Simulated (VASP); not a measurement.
# Ba (P6_3/mmc) in VASP: notebook

The runs below take Ba through single point, with r2SCAN.

Program: VASP 6.6.1. These are calculated values, not measurements. Logs are shortened: lines on timing, memory, paths and dates and some standing lists are left out, and cuts for length are marked.

## (1) The cell of the first run

It takes space group P6_3/mmc (No. 194, hexagonal). The conventional cell has a = 4.617 Å, b = 4.617 Å, c = 7.630 Å, α = 90.00°, β = 90.00°, γ = 120.00°.

## (2) Single point, r2SCAN

Input file POSCAR:

```
Ba
1.0
    4.6166924627      0.0000000000      0.0000000000
   -2.3083462314      3.9981729542      0.0000000000
    0.0000000000      0.0000000000      7.6300190534
Ba
2
Direct
    0.3333333333      0.6666666667      0.2500000000
    0.6666666667      0.3333333333      0.7500000000
```

Input file INCAR.step1:

```
PREC = Accurate
ENCUT = 520
ISMEAR = 0
SIGMA = 0.1
LREAL = F
LASPH = T
NELM = 80
NBANDS = 17
GGA = PE
ALGO = Normal
EDIFF = 1E-4
LWAVE = T
LCHARG = F
```

Input file INCAR.step2:

```
PREC = Accurate
ENCUT = 520
EDIFF = 1E-7
ISMEAR = 0
SIGMA = 0.1
LREAL = F
LASPH = T
NELM = 80
ALGO = Normal
ISIF = 2
LWAVE = F
LCHARG = F
METAGGA = R2SCAN
LMIXTAU = T
NBANDS = 17
ISTART = 1
```

Input file KPOINTS:

```
Automatic mesh
0
Gamma
  6 6 4
```

Potentials or basis: VASP PAW PBE potentials, release 64 (Ba_sv).

Launch:

```console
cat potpaw_PBE.64/Ba_sv/POTCAR > POTCAR
cp INCAR.step1 INCAR
mpirun -np 1 vasp_std > vasp.out
cp INCAR.step2 INCAR
mpirun -np 1 vasp_std > vasp.out
```

OUTCAR:

```text
PREC = Accurate
   ENCUT = 520
   EDIFF = 1E-7
   ISMEAR = 0
   LREAL = F
   LASPH = T
   NELM = 80
   ISIF = 2
   METAGGA = R2SCAN
   ISTART = 1

 ion  position               nearest neighbor table
   1  0.333  0.667  0.250-   2 4.65   2 4.65   2 4.65   2 4.65   2 4.65   2 4.65
   2  0.667  0.333  0.750-   1 4.65   1 4.65   1 4.65   1 4.65   1 4.65   1 4.65

  LATTYP: Found a hexagonal cell.
 ALAT       =     4.6166924627
 C/A-ratio  =     1.6527024737

  Lattice vectors:

 A1 = (   4.6166924627,   0.0000000000,   0.0000000000)
 A2 = (  -2.3083462314,   3.9981729542,   0.0000000000)
 A3 = (   0.0000000000,   0.0000000000,   7.6300190534)

Analysis of symmetry for initial positions (statically):
=====================================================================
 Subroutine PRICEL returns:
 Original cell was already a primitive cell.

 Routine SETGRP: Setting up the symmetry group for a
 hexagonal supercell.

 Subroutine GETGRP returns: Found 24 space group operations
 (whereof 12 operations were pure point group operations)
 out of a pool of 24 trial point group operations.

The static configuration has the point symmetry D_3d.
 The point group associated with its full space group is D_6h.

Analysis of symmetry for dynamics (positions and initial velocities):
=====================================================================
 Subroutine PRICEL returns:
 Original cell was already a primitive cell.

 Routine SETGRP: Setting up the symmetry group for a
 hexagonal supercell.

 Subroutine GETGRP returns: Found 24 space group operations
 (whereof 12 operations were pure point group operations)
 out of a pool of 24 trial point group operations.

The dynamic configuration has the point symmetry D_3d.
 The point group associated with its full space group is D_6h.

 Subroutine INISYM returns: Found 24 space group operations
 (whereof 12 operations are pure point group operations),
 and found     1 'primitive' translations

----------------------------------------------------------------------------------------

                                     Primitive cell

  volume of cell :     140.8374

  direct lattice vectors                    reciprocal lattice vectors
     4.616692463  0.000000000  0.000000000     0.216605288  0.125057121  0.000000000
    -2.308346231  3.998172954  0.000000000     0.000000000  0.250114243  0.000000000
     0.000000000  0.000000000  7.630019053     0.000000000  0.000000000  0.131061272

  length of vectors
     4.616692463  4.616692463  7.630019053     0.250114243  0.250114243  0.131061272

  position of ions in fractional coordinates (direct lattice)
     0.333333333  0.666666667  0.250000000
     0.666666667  0.333333333  0.750000000

  ion indices of the primitive-cell ions
   primitive index   ion index
                 1           1
                 2           2

----------------------------------------------------------------------------------------

 KPOINTS: Automatic mesh

Automatic generation of k-mesh.
 Grid dimensions read from file:
 generate k-points for:    6    6    4

 Generating k-lattice:

  Cartesian coordinates                     Fractional coordinates (reciprocal lattice)
     0.036100881  0.020842854  0.000000000     0.166666667  0.000000000  0.000000000
     0.000000000  0.041685707  0.000000000     0.000000000  0.166666667  0.000000000
     0.000000000  0.000000000  0.032765318     0.000000000  0.000000000  0.250000000

  Length of vectors
     0.041685707  0.041685707  0.032765318

  Shift w.r.t. Gamma in fractional coordinates (k-lattice)
     0.000000000  0.000000000  0.000000000

 Subroutine IBZKPT returns following result:
 ===========================================

 Found     21 irreducible k-points:

 Following reciprocal coordinates:
            Coordinates               Weight
  0.000000  0.000000  0.000000      1.000000
  0.166667 -0.000000  0.000000      6.000000
  0.333333 -0.000000  0.000000      6.000000
  0.500000 -0.000000  0.000000      3.000000
  0.166667  0.166667  0.000000      6.000000
  0.333333  0.166667  0.000000     12.000000
[... 13 lines left out ...]
  0.333333  0.166667  0.500000     12.000000
  0.333333  0.333333  0.500000      2.000000
   k-points           NKPTS =     21   k-points in BZ     NKDIM =     21   number of bands    NBANDS=     17
   number of dos      NEDOS =    301   number of ions     NIONS =      2
   total plane-waves  NPLWV =  77760
   dimension x,y,z NGX =    36 NGY =   36 NGZ =   60
   dimension x,y,z NGXF=    72 NGYF=   72 NGZF=  120
   ions per type =               2
   NGX,Y,Z   is equivalent  to a cutoff of  12.96, 12.96, 13.07 a.u.
   NGXF,Y,Z  is equivalent  to a cutoff of  25.93, 25.93, 26.15 a.u.
 SYSTEM =  unknown system
   PREC   = accura    normal or accurate (medium, high low for compatibility)
   ISTART =      1    job   : 0-new  1-cont  2-samecut
   ICHARG =      0    charge: 1-file 2-atom 10-const
   ISPIN  =      1    spin polarized calculation?
   LNONCOLLINEAR =      F non collinear calculations
   LSORBIT =      F    spin-orbit coupling
   LASPH  =      T    aspherical Exc in radial PAW
   ENCUT  =  520.0 eV  38.22 Ry    6.18 a.u.   8.58  8.58 14.19*2*pi/ulx,y,z
   NELM   =     80;   NELMIN=  2; NELMDL=  0     # of ELM steps
   EDIFF  = 0.1E-06   stopping-criterion for ELM
   LREAL  =      F    real-space projection
   EDIFFG = 0.1E-05   stopping-criterion for IOM
   NSW    =      0    number of steps for IOM
   IBRION =     -1    ionic relax: 0-MD 1-quasi-New 2-CG
   NFREE  =      0    steps in history (QN), initial steepest desc. (CG)
   ISIF   =      2    stress and relaxation
   ISYM   =      2    0-nonsym 1-usesym 2-fastsym
   POTIM  = 0.5000    time-step for ionic-motion
   TEBEG  =    0.0;   TEEND  =   0.0 temperature during run
   PSTRESS=    0.0 pullay stress
   NELECT =      20.0000    total number of electrons
   NUPDOWN=      -1.0000    fix difference up-down
   EMIN   =  10.00;   EMAX   =-10.00  energy-range for DOS
   EFERMI =   0.00;   METHOD = LEGACY
   ISMEAR =     0;   SIGMA  =   0.10  broadening in eV -4-tet -1-fermi 0-gaus
   EFERMI_NEDOS =   21; number of points for ismear=-14 and -15
   IALGO  =     38    algorithm
   IMIX   =      4    mixing-type and parameters
     AMIX     =   0.40;   BMIX     =  1.00
     AMIX_MAG =   1.60;   BMIX_MAG =  1.00
  volume/ion in A,a.u.               =      70.42       475.21
  Fermi-wavevector in a.u.,A,eV,Ry     =   0.854107  1.614028  9.925426  0.729498
  Thomas-Fermi vector in A             =   1.970652
   LORBIT       =      0    0 simple, 1 ext, 2 COOP (PROOUT), +10 PAW based schemes
   METAGGA = R2SCAN    functional components
   LHFCALC =     F    Hartree Fock is set to
   AEXX    =    0.0000 exact exchange contribution
   IVDW    =     0    specifies the selected vdW correction
   LEPSILON=     F    determine dielectric tensor
   LRPA    =     F    only Hartree local field effects (RPA)
 non-spin polarized calculation
 Gauss-broadening in eV      SIGMA  =   0.10
  energy-cutoff  :      520.00
  volume of cell :      140.84
 maximum number of plane-waves:      3831
 NGX is ok and might be reduce to    36
   NGX = 17   NGY = 17   NGZ = 29

 number of electron      19.9999999 magnetization

 Free energy of the ion-electron system (eV)
  ---------------------------------------------------
  ext. energy  EPLUGINS =         0.00000000
  ---------------------------------------------------
  free energy    TOTEN  =       -52.79288562 eV

  energy without entropy =      -52.77291803  energy(sigma->0) =      -52.78290183

 E-fermi :   1.4494     XC(G=0):  -7.4665

 val. band max:        1.4335701134   @ k =   0.3333   0.1667   0.0000
 cond. band min:       1.4517767652   @ k =   0.1667   0.1667   0.0000
 fundamental gap:      0.0182066519
 Fermi energy:         1.4494434795

 k-point     1 :       0.0000    0.0000    0.0000
  band No.  band energies     occupation
      1     -28.7305      2.00000
      2     -28.7051      2.00000
      3     -13.6347      2.00000
      4     -13.3556      2.00000
      5     -13.3556      2.00000
      6     -13.3149      2.00000
[... 9 lines left out ...]
     16       3.6940      0.00000
     17       4.2238      0.00000

 k-point     2 :       0.1667   -0.0000    0.0000
  band No.  band energies     occupation
      1     -28.7243      2.00000
      2     -28.7019      2.00000
      3     -13.6059      2.00000
      4     -13.4229      2.00000
      5     -13.3833      2.00000
      6     -13.3758      2.00000
[... 9 lines left out ...]
     16       3.7198      0.00000
     17       3.8529      0.00000

 k-point     3 :       0.3333   -0.0000    0.0000
  band No.  band energies     occupation
      1     -28.7111      2.00000
      2     -28.6965      2.00000
      3     -13.5574      2.00000
      4     -13.5367      2.00000
      5     -13.5116      2.00000
      6     -13.4138      2.00000
[... 9 lines left out ...]
     16       4.5565      0.00000
     17       4.7739      0.00000

 k-point     4 :       0.5000   -0.0000    0.0000
  band No.  band energies     occupation
      1     -28.7033      2.00000
      2     -28.6950      2.00000
      3     -13.6239      2.00000
      4     -13.5724      2.00000
      5     -13.4863      2.00000
      6     -13.4320      2.00000
[... 9 lines left out ...]
     16       5.7029      0.00000
     17       5.8521      0.00000

 k-point     5 :       0.1667    0.1667    0.0000
  band No.  band energies     occupation
      1     -28.7146      2.00000
      2     -28.6977      2.00000
      3     -13.5563      2.00000
      4     -13.4965      2.00000
      5     -13.4920      2.00000
      6     -13.4024      2.00000
[... 9 lines left out ...]
     16       4.0509      0.00000
     17       4.4660      0.00000

 k-point     6 :       0.3333    0.1667    0.0000
  band No.  band energies     occupation
      1     -28.7033      2.00000
      2     -28.6949      2.00000
      3     -13.5885      2.00000
      4     -13.5462      2.00000
      5     -13.4873      2.00000
      6     -13.4591      2.00000
[... 9 lines left out ...]
     16       4.7957      0.00000
     17       5.2580      0.00000

 k-point     7 :       0.3333    0.3333    0.0000
  band No.  band energies     occupation
      1     -28.6968      2.00000
      2     -28.6968      2.00000
      3     -13.5644      2.00000
      4     -13.5210      2.00000
      5     -13.5210      2.00000
      6     -13.4691      2.00000
[... 9 lines left out ...]
     16       5.0957      0.00000
     17       5.0957      0.00000

 k-point     8 :       0.0000    0.0000    0.2500
  band No.  band energies     occupation
      1     -28.7268      2.00000
      2     -28.7088      2.00000
      3     -13.5893      2.00000
      4     -13.3599      2.00000
      5     -13.3497      2.00000
      6     -13.3497      2.00000
[... 9 lines left out ...]
     16       3.5254      0.00000
     17       4.5505      0.00000
[... 143 lines left out ...]
      1     -28.7132      2.00000
      2     -28.7132      2.00000
      3     -13.4905      2.00000
      4     -13.4905      2.00000
      5     -13.3782      2.00000
      6     -13.3782      2.00000
[... 9 lines left out ...]
     16       3.5837      0.00000
     17       5.0589      0.00000

 k-point    17 :       0.3333   -0.0000    0.5000
  band No.  band energies     occupation
      1     -28.7038      2.00000
      2     -28.7038      2.00000
      3     -13.5782      2.00000
      4     -13.5782      2.00000
      5     -13.3998      2.00000
      6     -13.3998      2.00000
[... 9 lines left out ...]
     16       4.0094      0.00000
     17       5.1653      0.00000

 k-point    18 :       0.5000   -0.0000    0.5000
  band No.  band energies     occupation
      1     -28.6991      2.00000
      2     -28.6991      2.00000
      3     -13.6350      2.00000
      4     -13.6350      2.00000
      5     -13.3967      2.00000
      6     -13.3967      2.00000
[... 9 lines left out ...]
     16       4.0446      0.00000
     17       5.5775      0.00000

 k-point    19 :       0.1667    0.1667    0.5000
  band No.  band energies     occupation
      1     -28.7062      2.00000
      2     -28.7062      2.00000
      3     -13.5413      2.00000
      4     -13.5413      2.00000
      5     -13.4098      2.00000
      6     -13.4098      2.00000
[... 9 lines left out ...]
     16       3.8187      0.00000
     17       4.9418      0.00000

 k-point    20 :       0.3333    0.1667    0.5000
  band No.  band energies     occupation
      1     -28.6991      2.00000
      2     -28.6991      2.00000
      3     -13.6036      2.00000
      4     -13.6036      2.00000
      5     -13.4487      2.00000
      6     -13.4487      2.00000
[... 9 lines left out ...]
     16       3.8230      0.00000
     17       5.3965      0.00000

 k-point    21 :       0.3333    0.3333    0.5000
  band No.  band energies     occupation
      1     -28.6968      2.00000
      2     -28.6968      2.00000
      3     -13.5765      2.00000
      4     -13.5765      2.00000
      5     -13.5172      2.00000
      6     -13.5172      2.00000
[... 9 lines left out ...]
     16       3.8235      0.00000
     17       5.3362      0.00000

------------------------ aborting loop because EDIFF is reached ----------------------------------------

  FORCE on cell =-STRESS in cart. coord.  units (eV):
  Direction    XX          YY          ZZ          XY          YZ          ZX
  --------------------------------------------------------------------------------------
  -------------------------------------------------------------------------------------
  Total       -0.4283565     -0.4283565     -0.3328685      0.0000000      0.0000000      0.0000000
  in kB       -4.8730153     -4.8730153     -3.7867375      0.0000000      0.0000000      0.0000000
  external PRESSURE =      -4.5109227 kB  Pullay stress =       0.0000000 kB

 VOLUME and BASIS-vectors are now :
 -----------------------------------------------------------------------------
  energy-cutoff  :      520.00
  volume of cell :      140.84
      direct lattice vectors                 reciprocal lattice vectors
     4.616692463  0.000000000  0.000000000     0.216605288  0.125057121  0.000000000
    -2.308346231  3.998172954  0.000000000     0.000000000  0.250114243  0.000000000
     0.000000000  0.000000000  7.630019053     0.000000000  0.000000000  0.131061272

 POSITION                                       TOTAL-FORCE (eV/Angst)
 -----------------------------------------------------------------------------------
     -0.00000      2.66545      1.90750        -0.000000      0.000000      0.000000
      2.30835      1.33272      5.72251         0.000000     -0.000000      0.000000
 -----------------------------------------------------------------------------------
    total drift:                               -0.000000      0.000000     -0.000000

  FREE ENERGIE OF THE ION-ELECTRON SYSTEM (eV)
  ---------------------------------------------------
  free  energy   TOTEN  =       -52.7928856192 eV

  energy  without entropy=      -52.7729180330  energy(sigma->0) =      -52.78290183
```

It took 2.6 min on 1 thread of Intel Xeon 6975P-C (Granite Rapids), shared host; peak memory 0.3 GiB.

Results:

| Quantity | Value |
| --- | --- |
| Free energy | -52.7929 eV |
| Pressure | -0.5 GPa |
| Band gap on the k mesh | zero (band 10 reaches 1.58 eV, above the bottom of band 11 at 1.25 eV) |

Stress tensor (GPa, compression positive):
```
-0.49  0.00  0.00
 0.00 -0.49  0.00
 0.00  0.00 -0.38
```

Levels at points of the mesh, in eV from the Fermi level:
| k point | band 7 | band 8 | band 9 | band 10 | band 11 | band 12 | band 13 | band 14 |
| --- | --- | --- | --- | --- | --- | --- | --- | --- |
| (0.00, 0.00, 0.00) | -14.76 | -14.76 | -2.92 | -0.95 | 0.60 | 1.81 | 1.84 | 1.84 |
| (0.50, 0.00, 0.00) | -14.83 | -14.81 | -0.77 | -0.39 | -0.20 | 0.34 | 1.23 | 1.75 |
| (0.00, 0.00, 0.50) | -14.78 | -14.78 | -2.02 | -2.02 | 1.00 | 1.00 | 1.84 | 1.84 |
| (0.50, 0.00, 0.50) | -14.84 | -14.84 | -0.75 | -0.75 | 0.42 | 0.42 | 1.28 | 1.28 |

Caveat: the PAW data sets were made with another functional, which shifts forces and pressure a little; spin-orbit coupling is left out, which moves the levels of the heavy elements.

## (3) Single point, r2SCAN

This run uses another cell than the first one, of 66.01 Å³/atom, 0.937 times its volume.

Input file POSCAR:

```
Ba
1.0
    4.5119102127      0.0000000000      0.0000000000
   -2.2559551064      3.9074288638      0.0000000000
    0.0000000000      0.0000000000      7.4887273231
Ba
2
Direct
    0.3333333333      0.6666666667      0.2500000000
    0.6666666667      0.3333333333      0.7500000000
```

Input file INCAR.step1:

```
SYSTEM = Ba
ALGO = Normal ; EDIFF = 1E-4
ENCUT = 520 ; GGA = PE
ISMEAR = 0 ; LASPH = .TRUE.
LCHARG = .FALSE. ; LREAL = .FALSE.
LWAVE = .TRUE. ; NBANDS = 17
NELM = 80 ; PREC = Accurate
SIGMA = 0.1
```

Input file INCAR.step2:

```
SYSTEM = Ba
ALGO = Normal ; EDIFF = 1E-6
ENCUT = 520 ; ISIF = 2
ISMEAR = 0 ; ISTART = 1
LASPH = .TRUE. ; LCHARG = .TRUE.
LELF = .TRUE. ; LMIXTAU = .TRUE.
LREAL = .FALSE. ; LVHAR = .TRUE.
LWAVE = .FALSE. ; METAGGA = R2SCAN
NBANDS = 17 ; NELM = 80
PREC = Accurate ; SIGMA = 0.1
```

Input file KPOINTS:

```
k-points
0
G
  12 12 6
  0 0 0
```

Potentials or basis: VASP PAW PBE potentials, release 64 (Ba_sv).

Launch:

```console
cat potpaw_PBE.64/Ba_sv/POTCAR > POTCAR
cp INCAR.step1 INCAR
mpirun -np 1 vasp_std > vasp.out
cp INCAR.step2 INCAR
mpirun -np 1 vasp_std > vasp.out
```

Wall time 5.8 min (1 thread of Intel Xeon 6975P-C (Granite Rapids), shared host); peak memory 0.37 GiB.

It converged, with:

| Quantity | Value |
| --- | --- |
| Free energy | -52.8100 eV |
| Pressure | 0.1 GPa |
| Band gap on the k mesh | zero (band 10 reaches 1.80 eV, above the bottom of band 11 at 1.40 eV) |

Levels at points of the mesh, in eV from the Fermi level:
```
           k point  band 6  band 7  band 8  band 9  band 10  band 11  band 12  band 13  band 14  band 15
(0.00, 0.00, 0.00)  -14.58  -14.58  -14.57   -2.90    -0.93     0.80     1.89     1.95     1.95     2.38
(0.50, 0.00, 0.00)  -14.72  -14.66  -14.63   -0.70    -0.39    -0.21     0.51     1.35     1.86     1.94
(0.00, 0.00, 0.50)  -14.60  -14.60  -14.60   -1.95    -1.95     1.08     1.08     1.96     1.96     1.96
(0.50, 0.00, 0.50)  -14.68  -14.67  -14.67   -0.75    -0.75     0.49     0.49     1.47     1.47     2.77
```

Caveat: the PAW data sets were made with another functional, which shifts forces and pressure a little; spin-orbit coupling is left out, which moves the levels of the heavy elements.
